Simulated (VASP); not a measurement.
# CaB2 (P6/mmm) in VASP: a series of runs

Aim: see how the results for CaB2 move with the level of theory and the settings. Levels: LDA, HSE06, PBE. Tasks: single point, relaxation of the atoms.

Program: VASP 6.6.1. These are calculated values, not measurements. Logs are shortened: lines on timing, memory, paths and dates and some standing lists are left out, and cuts for length are marked.

## 1. The cell of the first run

Symmetry: P6/mmm, No. 191, hexagonal system. Conventional cell: a = 3.226 Å, b = 3.226 Å, c = 4.067 Å, α = 90.00°, β = 90.00°, γ = 120.00°. Within 3.6 Å of Ca (site symmetry 6/mmm) lie 12 B at 2.76 Å and 6 Ca at 3.23 Å. B (site symmetry -6m2) has 3 B at 1.86 Å within 2.5 Å.

## 2. Single point, LDA

File INCAR:

```
SYSTEM = CaB2
PREC     = Accurate       ! precision mode
ENCUT    = 520            ! plane-wave cutoff, eV
EDIFF    = 1E-6           ! SCF threshold, eV
ISMEAR   = 0              ! smearing method
SIGMA    = 0.1            ! smearing width, eV
LREAL    = .False.        ! projectors in reciprocal space
LASPH    = .True.         ! aspherical terms in the spheres
NELM     = 100            ! most SCF steps
ALGO     = Normal         ! electronic algorithm
ISIF     = 2              ! what is computed and relaxed
LWAVE    = .False.        ! write WAVECAR
LCHARG   = .False.        ! write CHGCAR
GGA      = CA             ! functional
NBANDS   = 15             ! bands
```

File KPOINTS:

```
Automatic mesh
0
Gamma
  13 13 9
  0 0 0
```

File POSCAR:

```
CaB2
1.0
    3.2264302843      0.0000000000      0.0000000000
   -1.6132151421      2.7941705897      0.0000000000
    0.0000000000      0.0000000000      4.0673920000
Ca B
1 2
Direct
    0.0000000000      0.0000000000      0.0000000000
    0.6666666667      0.3333333333      0.5000000000
    0.3333333333      0.6666666667      0.5000000000
```

Potentials or basis: VASP PAW LDA potentials, release 64 (Ca_sv, B).

Started as:

```
$ cat potpaw_LDA.64/Ca_sv/POTCAR potpaw_LDA.64/B/POTCAR > POTCAR
$ mpirun -np 1 vasp_std > vasp.out
```

OUTCAR:

```text
SYSTEM = CaB2
   PREC = Accurate
   ENCUT = 520
   EDIFF = 1E-6
   ISMEAR = 0
   LREAL = .False.
   LASPH = .True.
   NELM = 100
   ISIF = 2
   GGA = CA

 ion  position               nearest neighbor table
   1  0.000  0.000  0.000-
   2  0.667  0.333  0.500-   3 1.86   3 1.86   3 1.86
   3  0.333  0.667  0.500-   2 1.86   2 1.86   2 1.86

  LATTYP: Found a hexagonal cell.
 ALAT       =     3.2264302843
 C/A-ratio  =     1.2606477257

  Lattice vectors:

 A1 = (   3.2264302843,   0.0000000000,   0.0000000000)
 A2 = (  -1.6132151421,   2.7941705897,   0.0000000000)
 A3 = (   0.0000000000,   0.0000000000,   4.0673920000)

Analysis of symmetry for initial positions (statically):
=====================================================================
 Subroutine PRICEL returns:
 Original cell was already a primitive cell.

 Routine SETGRP: Setting up the symmetry group for a
 hexagonal supercell.

 Subroutine GETGRP returns: Found 24 space group operations
 (whereof 24 operations were pure point group operations)
 out of a pool of 24 trial point group operations.

The static configuration has the point symmetry D_6h.

Analysis of symmetry for dynamics (positions and initial velocities):
=====================================================================
 Subroutine PRICEL returns:
 Original cell was already a primitive cell.

 Routine SETGRP: Setting up the symmetry group for a
 hexagonal supercell.

 Subroutine GETGRP returns: Found 24 space group operations
 (whereof 24 operations were pure point group operations)
 out of a pool of 24 trial point group operations.

The dynamic configuration has the point symmetry D_6h.

 Subroutine INISYM returns: Found 24 space group operations
 (whereof 24 operations are pure point group operations),
 and found     1 'primitive' translations

----------------------------------------------------------------------------------------

                                     Primitive cell

  volume of cell :      36.6683

  direct lattice vectors                    reciprocal lattice vectors
     3.226430284  0.000000000  0.000000000     0.309940061  0.178943978  0.000000000
    -1.613215142  2.794170590  0.000000000     0.000000000  0.357887956  0.000000000
     0.000000000  0.000000000  4.067392000     0.000000000  0.000000000  0.245857788

  length of vectors
     3.226430284  3.226430284  4.067392000     0.357887956  0.357887956  0.245857788

  position of ions in fractional coordinates (direct lattice)
[... 87 lines left out ...]
   ISIF   =      2    stress and relaxation
   ISYM   =      2    0-nonsym 1-usesym 2-fastsym
   POTIM  = 0.5000    time-step for ionic-motion
   TEBEG  =    0.0;   TEEND  =   0.0 temperature during run
   PSTRESS=    0.0 pullay stress
   NELECT =      16.0000    total number of electrons
   NUPDOWN=      -1.0000    fix difference up-down
   EMIN   =  10.00;   EMAX   =-10.00  energy-range for DOS
   EFERMI =   0.00;   METHOD = LEGACY
   ISMEAR =     0;   SIGMA  =   0.10  broadening in eV -4-tet -1-fermi 0-gaus
   EFERMI_NEDOS =   21; number of points for ismear=-14 and -15
   IALGO  =     38    algorithm
   IMIX   =      4    mixing-type and parameters
     AMIX     =   0.40;   BMIX     =  1.00
     AMIX_MAG =   1.60;   BMIX_MAG =  1.00
  volume/ion in A,a.u.               =      12.22        82.48
  Fermi-wavevector in a.u.,A,eV,Ry     =   1.241703  2.346479 20.977823  1.541826
  Thomas-Fermi vector in A             =   2.376089
   LORBIT       =      0    0 simple, 1 ext, 2 COOP (PROOUT), +10 PAW based schemes
   GGA     = CA    functional components
   LHFCALC =     F    Hartree Fock is set to
   AEXX    =    0.0000 exact exchange contribution
   IVDW    =     0    specifies the selected vdW correction
   LEPSILON=     F    determine dielectric tensor
   LRPA    =     F    only Hartree local field effects (RPA)
 non-spin polarized calculation
 Gauss-broadening in eV      SIGMA  =   0.10
  energy-cutoff  :      520.00
  volume of cell :       36.67
 maximum number of plane-waves:      1007
 NGX is ok and might be reduce to    24
   NGX = 11   NGY = 11   NGZ = 15

 number of electron      16.0000004 magnetization

 Free energy of the ion-electron system (eV)
  ---------------------------------------------------
  ext. energy  EPLUGINS =         0.00000000
  ---------------------------------------------------
  free energy    TOTEN  =       -17.72579107 eV

  energy without entropy =      -17.71894125  energy(sigma->0) =      -17.72236616

 E-fermi :   4.5374     XC(G=0): -11.0641

 val. band max:        4.5357568435   @ k =   0.1538  -0.0000   0.4444
 cond. band min:       4.5507931635   @ k =   0.0769   0.0769   0.2222
 fundamental gap:      0.0150363201
 Fermi energy:         4.5373925054

 k-point     1 :       0.0000    0.0000    0.0000
  band No.  band energies     occupation
      1     -34.6731      2.00000
      2     -15.9878      2.00000
      3     -15.7402      2.00000
      4     -15.7402      2.00000
      5      -5.7333      2.00000
      6       2.8013      2.00000
      7       4.8545      0.00001
      8       4.8738      0.00000
      9       4.8738      0.00000
     10       9.8713      0.00000
     11       9.8713      0.00000
     12      10.7382      0.00000
     13      10.7382      0.00000
     14      11.5435      0.00000
[... 401 lines left out ...]
      2     -15.9702      2.00000
      3     -15.9208      2.00000
      4     -15.7775      2.00000
      5      -5.2391      2.00000
      6       2.4142      2.00000
      7       3.5103      2.00000
      8       4.4955      1.44678
      9       5.7399      0.00000
     10       8.6795      0.00000
     11       9.6292      0.00000
     12      10.6297      0.00000
     13      10.7047      0.00000
     14      11.3779      0.00000
     15      12.4839      0.00000

 [... further k-points ...]
[... 5 lines left out ...]
  --------------------------------------------------------------------------------------
  -------------------------------------------------------------------------------------
  Total       -1.5888605     -1.5888605     -1.3570865     -0.0000000     -0.0000000      0.0000000
  in kB      -69.4232797    -69.4232797    -59.2962029     -0.0000000     -0.0000000      0.0000000
  external PRESSURE =     -66.0475874 kB  Pullay stress =       0.0000000 kB

 VOLUME and BASIS-vectors are now :
 -----------------------------------------------------------------------------
  energy-cutoff  :      520.00
  volume of cell :       36.67
      direct lattice vectors                 reciprocal lattice vectors
     3.226430284  0.000000000  0.000000000     0.309940061  0.178943978  0.000000000
    -1.613215142  2.794170590  0.000000000     0.000000000  0.357887956  0.000000000
     0.000000000  0.000000000  4.067392000     0.000000000  0.000000000  0.245857788

 POSITION                                       TOTAL-FORCE (eV/Angst)
 -----------------------------------------------------------------------------------
      0.00000      0.00000      0.00000         0.000000      0.000000     -0.000000
      1.61322      0.93139      2.03370         0.000000      0.000000      0.000000
     -0.00000      1.86278      2.03370        -0.000000      0.000000     -0.000000
 -----------------------------------------------------------------------------------
    total drift:                               -0.000000      0.000000      0.000000

  FREE ENERGIE OF THE ION-ELECTRON SYSTEM (eV)
  ---------------------------------------------------
  free  energy   TOTEN  =       -17.7257910742 eV

  energy  without entropy=      -17.7189412487  energy(sigma->0) =      -17.72236616
```

stdout:

```text
POSCAR found type information on POSCAR CaB
 POSCAR found :  2 types and       3 ions
 scaLAPACK will be used
 LDA part: xc-table for (Slater(with rela. corr.)+CA(PZ))
 , standard interpolation
 POSCAR, INCAR and KPOINTS ok, starting setup
 FFT: planning ... GRIDC
 FFT: planning ... GRID_SOFT
 FFT: planning ... GRID
 WAVECAR not read
 entering main loop
```

It took 18 s on 1 thread of Intel Xeon 6975P-C (Granite Rapids), shared host; peak memory 0.17 GiB.

Results:

```
Free energy            : -17.7258 eV
Pressure               : -6.6 GPa
Band gap on the k mesh : zero (bands 8 and 9 overlap by 1.54 eV)
```

Caveat: the cell stands under tension.

## 3. Single point, LDA

File INCAR:

```
  PREC = Accurate
  ENCUT = 520
  EDIFF = 1E-6
  ISMEAR = 0
  SIGMA = 0.1
  LREAL = False
  LASPH = True
  NELM = 60
  ALGO = Normal
  ISIF = 2
  LWAVE = False
  LCHARG = False
  GGA = CA
  NBANDS = 15
```

File KPOINTS:

```
Automatic mesh
0
Gamma
  15 15 11
```

POSCAR is that of step 2.

Potentials or basis: VASP PAW LDA potentials, release 64 (Ca_sv, B).

Started as:

```
$ cat potpaw_LDA.64/Ca_sv/POTCAR potpaw_LDA.64/B/POTCAR > POTCAR
$ mpirun -np 1 vasp_std > vasp.out
```

Wall time 27 s (1 thread of Intel Xeon 6975P-C (Granite Rapids), shared host); peak memory 0.2 GiB.

It converged, with:

| Property | Result |
| --- | --- |
| Free energy | -17.7278 eV |
| Pressure | -6.6 GPa |
| Band gap on the k mesh | zero (bands 8 and 9 overlap by 1.55 eV) |

Stress tensor (GPa, compression positive):
```
-7.02  0.00  0.00
 0.00 -7.02  0.00
 0.00  0.00 -5.82
```

Levels at points of the mesh, in eV from the Fermi level:
```
           k point  band 5  band 6  band 7  band 8  band 9  band 10  band 11  band 12
(0.00, 0.00, 0.00)  -10.27   -1.74    0.32    0.34    0.34     5.33     5.33     6.20
```

Caveat: the cell stands under tension.

(Part 1 of 2 ends here.)
